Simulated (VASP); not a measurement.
Set up this calculation in VASP 6.6.1, as the native input.

```
Task                   : single point
Functional             : PBE
Potentials or basis    : VASP PAW PBE potentials, release 64 (Sc_sv, B, F)
Cutoff                 : 520 eV
k mesh                 : 6 × 6 × 1
Occupations            : gaussian, width 0.2 eV
Spin                   : no spin polarisation
Dipole correction      : no
Further INCAR settings : ALGO = Normal; EDIFF = 1e-06; NBANDS = 50
```

The structure of Sc2BF2 lies in POSCAR:

```
Sc2BF2
1.0
    3.2069543939      0.0000000000      0.0000000000
   -1.6034771969      2.7773039739      0.0000000000
    0.0000000000      0.0000000000     20.1928053892
Sc B F
4 2 4
Direct
    0.0000000000      0.0000000000      0.1648790003
    0.0000000000      0.0000000000      0.6648790003
    0.3333333333      0.6666666667      0.4113471612
    0.3333333333      0.6666666667      0.9113471612
    0.0000000000      0.0000000000      0.4901826378
    0.0000000000      0.0000000000      0.9901826378
    0.0000000000      0.0000000000      0.0608338328
    0.0000000000      0.0000000000      0.5608338328
    0.6666666667      0.3333333333      0.3552096928
    0.6666666667      0.3333333333      0.8552096928
```

These files were run (other wordings do the same):

INCAR

```
  PREC = Accurate
  ENCUT = 520
  EDIFF = 1E-6
  ISMEAR = 0
  SIGMA = 0.2
  LREAL = F
  LASPH = T
  NELM = 80
  ALGO = Normal
  ISIF = 2
  LWAVE = F
  LCHARG = F
  GGA = PE
  NBANDS = 50
```

KPOINTS

```
Automatic mesh
0
Gamma
  6 6 1
```

Potentials or basis: VASP PAW PBE potentials, release 64 (Sc_sv, B, F).

The run is started by

```bash
$ cat potpaw_PBE.64/Sc_sv/POTCAR potpaw_PBE.64/B/POTCAR potpaw_PBE.64/F/POTCAR > POTCAR
$ mpirun -np 1 vasp_std > vasp.out
```

It gave:

| Quantity | Value |
| --- | --- |
| Pressure | 0.2 GPa |
| Largest force | 0.151 eV/Å |
| Band gap on the k mesh | zero (bands 39 and 40 overlap by 0.32 eV) |

Caveat: the k points lie up to 0.38 Å⁻¹ apart.

Wall time 44 s on 1 thread of Intel(R) Xeon(R) 6975P-C (Granite Rapids), on a shared host, peak memory 0.3 GiB.
